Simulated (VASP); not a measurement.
# Si2Mo (I4/mmm) in VASP: further runs, part 2 of 2

VASP 6.6.1. The steps go on from the part before.

### Step 3. Relaxation of cell and atoms, PBE

This run uses another cell than the first one, of 13.55 Å³/atom, 0.998 times its volume.

Input file INCAR:

```
PREC = Accurate
ENCUT = 500
EDIFF = 1E-7
ISMEAR = 0
SIGMA = 0.05
LREAL = F
LASPH = T
NELM = 120
ALGO = Normal
ISIF = 3
LWAVE = F
LCHARG = F
GGA = PE
IBRION = 2
NSW = 80
EDIFFG = -0.03
GGA_COMPAT = F
NELMIN = 4
```

Input file KPOINTS:

```
Automatic mesh
0
Gamma
  8 8 8
```

Input file POSCAR:

```
Si2Mo
1.0
   -1.6053156537      1.6053156537      3.9435582355
    1.6053156537     -1.6053156537      3.9435582355
    1.6053156537      1.6053156537     -3.9435582355
Si Mo
2 1
Direct
    0.3330000000      0.3330000000      0.0000000000
    0.6670000000      0.6670000000      0.0000000000
    0.0000000000      0.0000000000      0.0000000000
```

Potentials or basis: VASP PAW PBE potentials, release 64 (Si, Mo_sv).

The run is started by

```
cat potpaw_PBE.64/Si/POTCAR potpaw_PBE.64/Mo_sv/POTCAR > POTCAR
mpirun -np 1 vasp_std > vasp.out
```

It took 58 s on 1 thread of Intel Xeon 6975P-C (Granite Rapids), shared host; peak memory 0.21 GiB.

The run converged. Its results:

- Free energy: -23.2646 eV
- Relaxed volume: 13.59 Å³/atom
- Relaxed cell: a = 4.549 Å, b = 4.549 Å, c = 4.549 Å, α = 138.57°, β = 138.57°, γ = 60.03°
- Space group after relaxing (to 0.05 Å): I4/mmm (No. 139)
- Energy gained by relaxing: 2.2 meV/atom
- Ionic steps: 4
- Pressure after relaxing: 0.0 GPa
- Largest force after relaxing: 0.013 eV/Å
- Band gap on the k mesh: zero (band 11 reaches 12.53 eV, above the bottom of band 12 at 11.58 eV)

Forces in eV/Å, atoms in the order of the input:
```
Si   0.000  0.000 -0.013
Si   0.000  0.000  0.013
Mo   0.000  0.000  0.000
```

Stress tensor (GPa, compression positive):
```
 0.08  0.00  0.00
 0.00  0.08  0.00
 0.00  0.00 -0.27
```

The path:
```
step  energy change (eV)  largest force (eV/Å)  pressure (GPa)  volume (Å³)
   1              0.0000                0.3296            0.26        40.65
   2             -0.0062                0.0269           -0.02        40.78
   3             -0.0062                0.0421           -0.01        40.77
   4             -0.0065                0.0129           -0.03        40.78
```

Final structure:
```
Si Mo
1.0
    -1.60882    1.60882    3.93857
     1.60882   -1.60882    3.93857
     1.60882    1.60882   -3.93857
Si Mo
2 1
Direct
  0.33531 0.33531 0.00000
  0.66469 0.66469 0.00000
  0.00000 0.00000 0.00000
```

Levels at points of the mesh, in eV from the Fermi level:
```tsv
k point	band 7	band 8	band 9	band 10	band 11	band 12	band 13	band 14	band 15
(0.00, 0.00, 0.00)	-3.39	-2.95	-2.54	-2.54	0.39	3.10	3.29	3.49	3.49
(0.50, 0.00, 0.00)	-4.86	-4.42	-2.51	-2.48	-0.45	2.24	3.11	3.99	4.19
(0.50, 0.50, 0.00)	-5.54	-5.17	-4.35	-2.96	-1.19	2.30	2.70	3.13	3.34
(0.50, 0.50, 0.50)	-3.42	-2.11	-0.53	-0.53	-0.45	-0.45	0.52	4.72	5.00
```

### Step 4. Single point, r2SCAN (volume scaled by 0.960)

Input file POSCAR:

```
Si2Mo
1.0
   -1.5774297323      1.5774297323      3.8652384842
    1.5774297323     -1.5774297323      3.8652384842
    1.5774297323      1.5774297323     -3.8652384842
Si Mo
2 1
Direct
    0.3346909617      0.3346909617      0.0000000000
    0.6653090383      0.6653090383      0.0000000000
    0.0000000000      0.0000000000      0.0000000000
```

Input file INCAR.step1:

```
  PREC = Accurate
  ENCUT = 550
  ISMEAR = 0
  SIGMA = 0.05
  LREAL = F
  LASPH = T
  NELM = 120
  NBANDS = 18
  GGA = PE
  ALGO = Normal
  EDIFF = 1E-5
  LWAVE = T
  LCHARG = F
  GGA_COMPAT = F
```

Input file INCAR.step2:

```
  PREC = Accurate
  ENCUT = 550
  EDIFF = 1E-6
  ISMEAR = 0
  SIGMA = 0.05
  LREAL = F
  LASPH = T
  NELM = 120
  ALGO = Normal
  ISIF = 2
  LWAVE = F
  LCHARG = F
  METAGGA = R2SCAN
  LMIXTAU = T
  NBANDS = 18
  ISTART = 1
  GGA_COMPAT = F
```

Input file KPOINTS:

```
regular mesh
0
Gamma
  14 14 14
```

The run is started by

```
cat potpaw_PBE.64/Si/POTCAR potpaw_PBE.64/Mo_sv/POTCAR > POTCAR
cp INCAR.step1 INCAR
mpirun -np 1 vasp_std > vasp.out
cp INCAR.step2 INCAR
mpirun -np 1 vasp_std > vasp.out
```

Wall time 6.3 min (1 thread of Intel Xeon 6975P-C (Granite Rapids), shared host); peak memory 0.34 GiB.

The run converged. Its results:

- Free energy: -44.9641 eV
- Pressure: 10.2 GPa
- Largest force: 0.016 eV/Å
- Band gap on the k mesh: zero (band 11 reaches 13.45 eV, above the bottom of band 12 at 12.39 eV)

Forces on the atoms (eV/Å):
```
Si   0.000  0.000 -0.016
Si   0.000  0.000  0.016
Mo   0.000  0.000  0.000
```

Stress tensor (GPa, compression positive):
```
10.25  0.00  0.00
 0.00 10.25  0.00
 0.00  0.00 10.13
```

Levels at points of the mesh, in eV from the Fermi level:
| k point | band 8 | band 9 | band 10 | band 11 | band 12 | band 13 | band 14 | band 15 |
| --- | --- | --- | --- | --- | --- | --- | --- | --- |
| (0.00, 0.00, 0.00) | -3.39 | -2.99 | -2.99 | 0.33 | 3.14 | 3.70 | 3.80 | 3.80 |
| (0.50, 0.00, 0.00) | -5.00 | -2.94 | -2.90 | -0.67 | 2.63 | 3.29 | 4.51 | 4.73 |
| (0.50, 0.50, 0.00) | -5.42 | -4.95 | -3.51 | -1.42 | 2.71 | 3.16 | 3.50 | 3.63 |
| (0.50, 0.50, 0.50) | -2.48 | -0.71 | -0.71 | -0.61 | -0.61 | 0.49 | 5.20 | 6.28 |

Caveat: the cell differs from its parent crystal (volume scaled by 0.960); the PAW data sets were made with another functional, which shifts forces and pressure a little.

### Step 5. Single point, r2SCAN (volume scaled by 0.980)

Input file POSCAR:

```
Si2Mo
1.0
   -1.5891996871      1.5891996871      3.8875343606
    1.5891996871     -1.5891996871      3.8875343606
    1.5891996871      1.5891996871     -3.8875343606
Si Mo
2 1
Direct
    0.3350191915      0.3350191915      0.0000000000
    0.6649808085      0.6649808085      0.0000000000
    0.0000000000      0.0000000000      0.0000000000
```

Input file INCAR.step1:

```
SYSTEM = Si2Mo
PREC = Accurate
ENCUT = 550
ISMEAR = 0
SIGMA = 0.05
LREAL = .FALSE.
LASPH = .TRUE.
NELM = 120
NBANDS = 18
GGA = PE
ALGO = Normal
EDIFF = 1E-5
LWAVE = .TRUE.
LCHARG = .FALSE.
GGA_COMPAT = .FALSE.
```

Input file INCAR.step2:

```
SYSTEM = Si2Mo
PREC = Accurate
ENCUT = 550
EDIFF = 1E-6
ISMEAR = 0
SIGMA = 0.05
LREAL = .FALSE.
LASPH = .TRUE.
NELM = 120
ALGO = Normal
ISIF = 2
LWAVE = .FALSE.
LCHARG = .FALSE.
METAGGA = R2SCAN
LMIXTAU = .TRUE.
NBANDS = 18
ISTART = 1
GGA_COMPAT = .FALSE.
```

Input file KPOINTS:

```
regular mesh
0
G
  14 14 14
  0 0 0
```

The run is started by

```
cat potpaw_PBE.64/Si/POTCAR potpaw_PBE.64/Mo_sv/POTCAR > POTCAR
cp INCAR.step1 INCAR
mpirun -np 1 vasp_std > vasp.out
cp INCAR.step2 INCAR
mpirun -np 1 vasp_std > vasp.out
```

It took 6.6 min on 1 thread of Intel Xeon 6975P-C (Granite Rapids), shared host; peak memory 0.33 GiB.

It converged, with:

```yaml
Free_energy: -45.0020 eV
Pressure: 5.0 GPa
Largest_force: 0.017 eV/Å
Band_gap_on_the_k_mesh: zero (band 11 reaches 13.10 eV, above the bottom of band 12 at 12.06 eV)
```

Forces on the atoms (eV/Å):
```
Si   0.000  0.000 -0.017
Si   0.000  0.000  0.017
Mo   0.000  0.000  0.000
```

Stress tensor (GPa, compression positive):
```
5.08 0.00 0.00
0.00 5.08 0.00
0.00 0.00 4.96
```

Levels at points of the mesh, in eV from the Fermi level:
| k point | band 8 | band 9 | band 10 | band 11 | band 12 | band 13 | band 14 | band 15 |
| --- | --- | --- | --- | --- | --- | --- | --- | --- |
| (0.00, 0.00, 0.00) | -3.27 | -2.91 | -2.91 | 0.32 | 3.26 | 3.57 | 3.71 | 3.71 |
| (0.50, 0.00, 0.00) | -4.93 | -2.88 | -2.80 | -0.63 | 2.56 | 3.26 | 4.48 | 4.58 |
| (0.50, 0.50, 0.00) | -5.41 | -4.84 | -3.39 | -1.43 | 2.63 | 3.07 | 3.45 | 3.60 |
| (0.50, 0.50, 0.50) | -2.38 | -0.67 | -0.67 | -0.60 | -0.60 | 0.47 | 5.16 | 6.02 |

Caveat: the cell differs from its parent crystal (volume scaled by 0.980); the PAW data sets were made with another functional, which shifts forces and pressure a little.

### Step 6. Single point, r2SCAN

This run uses another cell than the first one, of 13.27 Å³/atom, 0.977 times its volume.

Input file POSCAR:

```
Si2Mo
1.0
   -1.5968282442      1.5968282442      3.9020962779
    1.5968282442     -1.5968282442      3.9020962779
    1.5968282442      1.5968282442     -3.9020962779
Si Mo
2 1
Direct
    0.3352293352      0.3352293352      0.0000000000
    0.6647706648      0.6647706648      0.0000000000
    0.0000000000      0.0000000000      0.0000000000
```

Input file INCAR.step1:

```
PREC = Accurate
ENCUT = 550
ISMEAR = 0
SIGMA = 0.05
LREAL = F
LASPH = T
NELM = 120
NBANDS = 18
GGA = PE
ALGO = Normal
EDIFF = 1E-5
LWAVE = T
LCHARG = F
GGA_COMPAT = F
```

Input file INCAR.step2:

```
PREC = Accurate
ENCUT = 550
EDIFF = 1E-6
ISMEAR = 0
SIGMA = 0.05
LREAL = F
LASPH = T
NELM = 120
ALGO = Normal
ISIF = 2
LWAVE = F
LCHARG = F
METAGGA = R2SCAN
LMIXTAU = T
NBANDS = 18
ISTART = 1
GGA_COMPAT = F
```

Input file KPOINTS:

```
regular mesh
0
Gamma
  14 14 14
```

Potentials or basis: VASP PAW PBE potentials, release 64 (Si, Mo_sv).

The run is started by

```
cat potpaw_PBE.64/Si/POTCAR potpaw_PBE.64/Mo_sv/POTCAR > POTCAR
cp INCAR.step1 INCAR
mpirun -np 1 vasp_std > vasp.out
cp INCAR.step2 INCAR
mpirun -np 1 vasp_std > vasp.out
```

Wall time 6.7 min (1 thread of Intel Xeon 6975P-C (Granite Rapids), shared host); peak memory 0.34 GiB.

Results (log left out):

```
Free energy            : -45.0135 eV
Pressure               : 1.9 GPa
Largest force          : 0.016 eV/Å
Band gap on the k mesh : zero (band 11 reaches 12.88 eV, above the bottom of band 12 at 11.85 eV)
```

Forces in eV/Å, atoms in the order of the input:
```
Si   0.000  0.000 -0.016
Si   0.000  0.000  0.016
Mo   0.000  0.000  0.000
```

Stress tensor (GPa, compression positive):
```
1.98 0.00 0.00
0.00 1.98 0.00
0.00 0.00 1.86
```

Levels at points of the mesh, in eV from the Fermi level:
```tsv
k point	band 7	band 8	band 9	band 10	band 11	band 12	band 13	band 14	band 15	band 16
(0.00, 0.00, 0.00)	-3.50	-3.19	-2.87	-2.87	0.32	3.34	3.48	3.66	3.66	4.43
(0.50, 0.00, 0.00)	-5.28	-4.88	-2.84	-2.73	-0.60	2.51	3.25	4.45	4.48	5.80
(0.50, 0.50, 0.00)	-6.10	-5.40	-4.78	-3.32	-1.43	2.59	3.02	3.42	3.58	4.96
(0.50, 0.50, 0.50)	-3.72	-2.32	-0.65	-0.65	-0.60	-0.60	0.46	5.14	5.85	6.49
```

Caveat: the PAW data sets were made with another functional, which shifts forces and pressure a little.

### Step 7. The runs side by side

| task | level | cell | k mesh | cutoff (eV) | gap on the mesh (eV) | pressure (GPa) | largest force (eV/Å) |
| --- | --- | --- | --- | --- | --- | --- | --- |
| single point | PBE | a = 4.546 Å, angles 138.5, 138.5, 60.1°, 3 atoms | 8 × 8 × 8 | 500 | none | 0.2 | - |
| relaxation of cell and atoms | PBE | relaxed from a = 4.550 Å, angles 138.7, 138.7, 59.9°, 3 atoms | 8 × 8 × 8 | 500 | none | 0.0 | 0.01 |
| single point | r2SCAN | a = 4.463 Å, angles 138.6, 138.6, 60.0°, 3 atoms | 14 × 14 × 14 | 550 | none | 10.2 | 0.02 |
| single point | r2SCAN | a = 4.490 Å, angles 138.5, 138.5, 60.1°, 3 atoms | 14 × 14 × 14 | 550 | none | 5.0 | 0.02 |
| single point | r2SCAN | a = 4.508 Å, angles 138.5, 138.5, 60.1°, 3 atoms | 14 × 14 × 14 | 550 | none | 1.9 | 0.02 |

Alike in all rows: potentials or basis VASP PAW PBE potentials, release 64 (Si, Mo_sv); no spin polarisation; smearing gaussian 0.05 eV.

Caveats: the PAW data sets were made with another functional, which shifts forces and pressure a little (some runs).

Absolute energies hang on the potentials; compare differences alone.
